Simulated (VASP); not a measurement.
# HfC (I4/mmm) in VASP: further runs, part 2 of 3

VASP 6.6.1. Earlier steps stand in the parts before.

**3. Single point, PBEsol**

This run uses another cell than the first one, of the same volume but with other edges.

INCAR reads:

```
PREC = Accurate
ENCUT = 520
EDIFF = 1E-6
ISMEAR = 0
SIGMA = 0.15
LREAL = False
LASPH = True
NELM = 80
ALGO = Normal
ISIF = 2
LWAVE = False
LCHARG = False
GGA = PS
NBANDS = 14
```

KPOINTS reads:

```
Automatic mesh
0
Gamma
  20 20 20
```

POSCAR reads:

```
HfC
1.0
    0.0000000000      2.0714437955      2.9290215268
    2.0714437955      0.0000000000      2.9290215268
    2.0714437955      2.0714437955      0.0000000000
Hf C
1 1
Direct
    0.5000000000      0.5000000000      0.5000000000
    0.0000000000      0.0000000000      0.0000000000
```

Potentials or basis: VASP PAW PBE potentials, release 64 (Hf_pv, C).

On the command line:

```sh
> cat potpaw_PBE.64/Hf_pv/POTCAR potpaw_PBE.64/C/POTCAR > POTCAR
> mpirun -np 1 vasp_std > vasp.out
```

OUTCAR:

```text
PREC = Accurate
   ENCUT = 520
   EDIFF = 1E-6
   ISMEAR = 0
   LREAL = False
   LASPH = True
   NELM = 80
   ISIF = 2
   GGA = PS

 ion  position               nearest neighbor table
   1  0.500  0.500  0.500-   2 2.07   2 2.07   2 2.07   2 2.07   2 2.93   2 2.93
   2  0.000  0.000  0.000-   1 2.07   1 2.07   1 2.07   1 2.07   1 2.93   1 2.93

  LATTYP: Found a body centered tetragonal cell.
 ALAT       =     2.9294639093
 C/A-ratio  =     1.9996979772

  Lattice vectors:

 A1 = (  -2.0714437955,   0.0000000000,   2.9290215268)
 A2 = (   2.0714437955,   0.0000000000,   2.9290215268)
 A3 = (   0.0000000000,   2.0714437955,  -2.9290215268)

Analysis of symmetry for initial positions (statically):
=====================================================================
 Subroutine PRICEL returns:
 Original cell was already a primitive cell.

 Routine SETGRP: Setting up the symmetry group for a
 body centered tetragonal supercell.

 Subroutine GETGRP returns: Found 16 space group operations
 (whereof 16 operations were pure point group operations)
 out of a pool of 16 trial point group operations.

The static configuration has the point symmetry D_4h.
[... 175 lines left out ...]
      6       5.0656      2.00000
      7       5.7584      1.79121
      8       7.4686      0.00000
      9       7.4686      0.00000
     10       9.0665      0.00000
     11       9.0665      0.00000
     12      11.3943      0.00000
     13      17.1907      0.00000
     14      17.8997      0.00000
[... 377 lines left out ...]
      1     -24.2128      2.00000
      2     -23.7581      2.00000
      3     -23.0036      2.00000
      4      -3.1014      2.00000
      5       0.7215      2.00000
      6       1.9696      2.00000
      7       2.6456      2.00000
      8       8.2987      0.00000
      9      10.8715      0.00000
     10      11.7336      0.00000
     11      12.5066      0.00000
     12      14.7226      0.00000
     13      20.2052      0.00000
     14      20.2741      0.00000

 [... further k-points ...]

------------------------ aborting loop because EDIFF is reached ----------------------------------------

  FORCE on cell =-STRESS in cart. coord.  units (eV):
  Direction    XX          YY          ZZ          XY          YZ          ZX
  --------------------------------------------------------------------------------------
  -------------------------------------------------------------------------------------
  Total       12.9686060     12.9686060     -5.2371462      0.0000000     -0.0000000      0.0000000
  in kB      826.6182903    826.6182903   -333.8154364      0.0000000     -0.0000000      0.0000000
  external PRESSURE =     439.8070481 kB  Pullay stress =       0.0000000 kB

 VOLUME and BASIS-vectors are now :
 -----------------------------------------------------------------------------
  energy-cutoff  :      520.00
  volume of cell :       25.14
      direct lattice vectors                 reciprocal lattice vectors
     0.000000000  2.071443796  2.929021527    -0.241377536  0.241377536  0.170705471
     2.071443796  0.000000000  2.929021527     0.241377536 -0.241377536  0.170705471
     2.071443796  2.071443796  0.000000000     0.241377536  0.241377536 -0.170705471

 POSITION                                       TOTAL-FORCE (eV/Angst)
 -----------------------------------------------------------------------------------
      2.07144      2.07144      2.92902        -0.000000      0.000000      0.000000
      0.00000      0.00000      0.00000         0.000000     -0.000000      0.000000
 -----------------------------------------------------------------------------------
    total drift:                                0.000000      0.000000      0.000000

  FREE ENERGIE OF THE ION-ELECTRON SYSTEM (eV)
  ---------------------------------------------------
  free  energy   TOTEN  =       -20.0647161604 eV

  energy  without entropy=      -20.0608335575  energy(sigma->0) =      -20.06277486
```

Run time: 3.2 min. Hardware: 1 thread of AMD EPYC 7R13 (Zen 3), shared host; peak memory 0.32 GiB.

What came out:

```
Free energy            : -20.0647 eV
Pressure               : 44.0 GPa
Band gap on the k mesh : zero (band 7 reaches 7.30 eV, above the bottom of band 8 at 5.23 eV)
```

Stress tensor (GPa, compression positive):
```
 82.66   0.00   0.00
  0.00  82.66   0.00
  0.00   0.00 -33.38
```

Levels at points of the mesh, in eV from the Fermi level:
```csv
k point,band 5,band 6,band 7,band 8,band 9,band 10
"(0.00, 0.00, 0.00)",-1.24,-0.83,-0.13,1.58,1.58,3.17
"(0.50, 0.00, 0.00)",-6.39,-4.26,-3.54,4.83,5.14,5.45
"(0.50, 0.50, 0.00)",-4.21,-1.74,1.22,1.22,5.87,6.12
"(0.50, 0.00, 0.50)",-1.59,-0.94,-0.74,0.29,3.38,3.49
```

Caveat: the PAW data sets were made with another functional, which shifts forces and pressure a little; spin-orbit coupling is left out, which moves the levels of the heavy elements.

**4. Single point, PBEsol**

This run uses another cell than the first one, of the same volume but with other edges.

INCAR reads:

```
  PREC = Accurate
  ENCUT = 520
  EDIFF = 1E-6
  ISMEAR = 0
  SIGMA = 0.15
  LREAL = False
  LASPH = True
  NELM = 100
  ALGO = Normal
  ISIF = 2
  LWAVE = False
  LCHARG = True
  GGA = PS
  LELF = True
  LVHAR = True
  NBANDS = 14
```

KPOINTS is that of step 3.

POSCAR reads:

```
HfC
1.0
    0.0000000000      2.4544262213      2.0862622881
    2.4544262213      0.0000000000      2.0862622881
    2.4544262213      2.4544262213      0.0000000000
Hf C
1 1
Direct
    0.5000000000      0.5000000000      0.5000000000
    0.0000000000      0.0000000000      0.0000000000
```

On the command line:

```sh
> cat potpaw_PBE.64/Hf_pv/POTCAR potpaw_PBE.64/C/POTCAR > POTCAR
> mpirun -np 1 vasp_std > vasp.out
```

Wall time 2.5 min (1 thread of AMD EPYC 7R13 (Zen 3), shared host); peak memory 0.32 GiB.

The run converged. Its results:

```yaml
Free_energy: -21.5273 eV
Pressure: 5.6 GPa
Band_gap_on_the_k_mesh: zero (band 7 reaches 6.80 eV, above the bottom of band 8 at 4.53 eV)
```

Stress tensor (GPa, compression positive):
```
-22.71   0.00   0.00
  0.00 -22.71   0.00
  0.00   0.00  62.29
```

Levels at points of the mesh, in eV from the Fermi level:
```tsv
k point	band 3	band 4	band 5	band 6	band 7	band 8	band 9	band 10	band 11	band 12
(0.00, 0.00, 0.00)	-29.50	-12.42	0.63	0.63	0.87	0.87	1.73	2.22	2.26	2.52
(0.50, 0.00, 0.00)	-29.51	-8.36	-6.26	-3.43	-3.25	4.47	6.20	6.22	6.45	9.63
(0.50, 0.50, 0.00)	-29.89	-10.46	-2.16	-1.15	-0.81	-0.81	5.48	6.45	6.45	7.96
(0.50, 0.00, 0.50)	-29.63	-10.69	-3.18	-1.63	-0.14	0.80	4.08	5.71	7.13	8.15
```

Caveat: the PAW data sets were made with another functional, which shifts forces and pressure a little; spin-orbit coupling is left out, which moves the levels of the heavy elements.

**5. Single point, PBEsol**

This run uses another cell than the first one, of the same volume but with other edges.

INCAR reads:

```
SYSTEM = HfC
PREC     = Accurate       ! precision mode
ENCUT    = 520            ! plane-wave cutoff, eV
EDIFF    = 1E-6           ! SCF threshold, eV
ISMEAR   = 0              ! smearing method
SIGMA    = 0.15           ! smearing width, eV
LREAL    = .FALSE.        ! projectors in reciprocal space
LASPH    = .TRUE.         ! aspherical terms in the spheres
NELM     = 80             ! most SCF steps
ALGO     = Normal         ! electronic algorithm
ISIF     = 2              ! what is computed and relaxed
LWAVE    = .FALSE.        ! write WAVECAR
LCHARG   = .FALSE.        ! write CHGCAR
GGA      = PS             ! functional
NBANDS   = 14             ! bands
```

KPOINTS reads:

```
regular mesh
0
G
  20 20 20
  0 0 0
```

POSCAR reads:

```
HfC
1.0
    0.0000000000      2.1879087671      2.6254905206
    2.1879087671      0.0000000000      2.6254905206
    2.1879087671      2.1879087671      0.0000000000
Hf C
1 1
Direct
    0.5000000000      0.5000000000      0.5000000000
    0.0000000000      0.0000000000      0.0000000000
```

On the command line:

```sh
> cat potpaw_PBE.64/Hf_pv/POTCAR potpaw_PBE.64/C/POTCAR > POTCAR
> mpirun -np 1 vasp_std > vasp.out
```

Wall time 2.8 min (1 thread of AMD EPYC 7R13 (Zen 3), shared host); peak memory 0.32 GiB.

It converged, with:

- Free energy: -21.5816 eV
- Pressure: 8.0 GPa
- Band gap on the k mesh: zero (band 7 reaches 7.02 eV, above the bottom of band 8 at 5.24 eV)

Stress tensor (GPa, compression positive):
```
 28.33   0.00   0.00
  0.00  28.33   0.00
  0.00   0.00 -32.62
```

Levels at points of the mesh, in eV from the Fermi level:
| k point | band 4 | band 5 | band 6 | band 7 | band 8 | band 9 | band 10 | band 11 |
| --- | --- | --- | --- | --- | --- | --- | --- | --- |
| (0.00, 0.00, 0.00) | -12.42 | 0.11 | 0.42 | 0.80 | 1.26 | 1.26 | 2.13 | 2.13 |
| (0.50, 0.00, 0.00) | -8.35 | -6.26 | -3.55 | -3.11 | 4.99 | 5.76 | 6.01 | 6.47 |
| (0.50, 0.50, 0.00) | -10.87 | -3.69 | -1.68 | 0.58 | 0.58 | 5.41 | 6.42 | 6.42 |
| (0.50, 0.00, 0.50) | -10.52 | -1.86 | -1.85 | -0.61 | -0.06 | 4.22 | 5.07 | 8.02 |

Caveat: the PAW data sets were made with another functional, which shifts forces and pressure a little; spin-orbit coupling is left out, which moves the levels of the heavy elements.

[end of part 2 of 3]
